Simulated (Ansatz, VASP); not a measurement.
Two plane-wave programs on BP

```xyz
2
Lattice="0.0000 2.2683 2.2683 2.2683 0.0000 2.2683 2.2683 2.2683 0.0000" Properties=species:S:1:pos:R:3 pbc="T T T"
B     0.0000    0.0000    0.0000
P     1.1342    1.1342    1.1342
```

Alike in both runs: task single point; functional LDA; k mesh 10 × 10 × 10; no spin polarisation.

|  | VASP | Ansatz |
| --- | --- | --- |
| version | VASP 6.6.1 | Ansatz 0.2.0 |
| potentials or method | VASP PAW LDA potentials, release 64 (B, P) | plane waves, PAW |
| plane-wave cutoff (eV) | 520 | 420 |
| occupations | gaussian, width 0.01 eV | fixed |
| valence electrons in the cell | 8 | 8 |

|  | VASP | Ansatz | Ansatz less VASP |
| --- | --- | --- | --- |
| gap on the k mesh at the Fermi level (eV) | 1.19 | 1.19 | 0.000 |
| pressure (GPa) | -5.2 | -5.1 | +0.10 |

LDA's correlation is that of Perdew and Zunger in VASP and of Perdew and Wang (1992) in Ansatz.
